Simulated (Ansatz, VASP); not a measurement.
SnO in VASP and in Ansatz

```xyz
4
Lattice="3.8020 0.0570 0.0570 0.0570 3.8020 0.0570 0.0725 0.0725 4.8360" Properties=species:S:1:pos:R:3 pbc="T T T"
Sn    0.0458    1.9183    1.1819
Sn    1.9562    0.0838    3.7111
O     0.0000    0.0000    0.0000
O     1.9295    1.9295    0.0570
```

Change from the starting cell: equal xy, yz and zx shear strains of +3 %.

Alike in both runs: task single point; functional PBEsol; k mesh 8 × 8 × 6; occupations fermi-dirac, width 0.01 eV; no spin polarisation.

```csv
,VASP,Ansatz
version,VASP 6.6.1,Ansatz 0.2.0
potentials or method,"VASP PAW PBE potentials, release 64 (Sn_d, O), cutoff 520 eV","all-electron LAPW, scalar-relativistic"
```

|  | VASP | Ansatz | Ansatz less VASP |
| --- | --- | --- | --- |
| pressure (GPa) | 0.4 | 0.2 | -0.27 |
| traceless stress, the component that is largest in VASP (GPa) | -2.42 | -2.43 | -0.007 |
| rms of the force components (eV/Å) | 0.140 | 0.120 | -0.0200 |

VASP's potentials were made for PBE, not for PBEsol. Atom by atom the forces differ by 0.036 eV/Å (rms over components). Ansatz ran all-electron here, and VASP with PAW potentials.
